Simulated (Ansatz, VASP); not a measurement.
**Two plane-wave programs on ScF5**

```
Sc F
1.0
     5.99277    0.00000    0.00000
    -2.99639    5.18989    0.00000
     0.00000    0.00000    2.98338
Sc F
1 5
Direct
  0.00000 0.00000 0.50000
  0.66667 0.33333 0.50000
  0.33333 0.66667 0.50000
  0.23840 0.00000 0.00000
  0.76160 0.76160 0.00000
  0.00000 0.23840 0.00000
```

Change from the starting cell: species swapped into the Mg5Cu type (P-62m, No. 189).

Alike in both runs: functional PBE; k mesh 6 × 6 × 12; occupations gaussian, width 0.1 eV; collinear spin.

Ansatz relaxed the structure, and its values are those at the end. VASP's run is a single point on that final structure, the one shown.

|  | VASP | Ansatz |
| --- | --- | --- |
| version | VASP 6.6.1 | Ansatz 0.2.0 |
| potentials or method | VASP PAW PBE potentials, release 64 (Sc_sv, F), cutoff 520 eV | scalar-relativistic, plane waves, PAW |
| valence electrons in the cell | 46 | 46 |

```tsv
	VASP	Ansatz	Ansatz less VASP
gap on the k mesh at the Fermi level (eV)	none	none	-
pressure (GPa)	0.2	0.0	-0.21
rms of the force components (eV/Å)	0.043	0.000	-0.0427
net moment per atom (μB)	0.33	0.33	0.000
size of the moment on the site where the two differ most (μB)	0.76	0.87	+0.108
```

Site moments also hang on the region over which each program counts them. A gap of «none» marks a metal or a gap that the smearing closes.
